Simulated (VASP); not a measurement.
Input of a VASP 6.6.1 run:

The input INCAR:

```
PREC = Accurate ; ENCUT = 520
EDIFF = 1E-6 ; ISMEAR = -1
SIGMA = 0.05 ; LREAL = False
LASPH = True ; NELM = 150
ALGO = Normal ; ISIF = 2
LWAVE = False ; LCHARG = True
ISPIN = 2 ; MAGMOM = 1.7 1.7 1.7
LORBIT = 11 ; LMAXMIX = 4
GGA = PE ; LELF = True
LVHAR = True ; NBANDS = 24
```

File KPOINTS:

```
regular mesh
0
Gamma
  10 10 14
```

Contents of POSCAR:

```
Co
1.0
    3.3608781892      0.0000000000      0.0000000000
   -1.6804390946      2.9106058909      0.0000000000
    0.0000000000      0.0000000000      2.0338153326
Co
3
Direct
    0.0000000000      0.0000000000      0.0000000000
    0.3333333333      0.6666666667      0.5000000000
    0.6666666667      0.3333333333      0.5000000000
```

Potentials or basis: VASP PAW PBE potentials, release 64 (Co).

Command:

```console
$ cat potpaw_PBE.64/Co/POTCAR > POTCAR
$ mpirun -np 1 vasp_std > vasp.out
```

(1) Estimate the net moment.

(2) Estimate the site moments.

(3) What does it give for the band gap on the k mesh?

(4) What does it give for the pressure?

Results:

(1) 0.99 μB per cell.

(2) Co +0.34, +0.30 μB.

(3) zero (filled and empty bands overlap).

(4) 323.7 GPa.
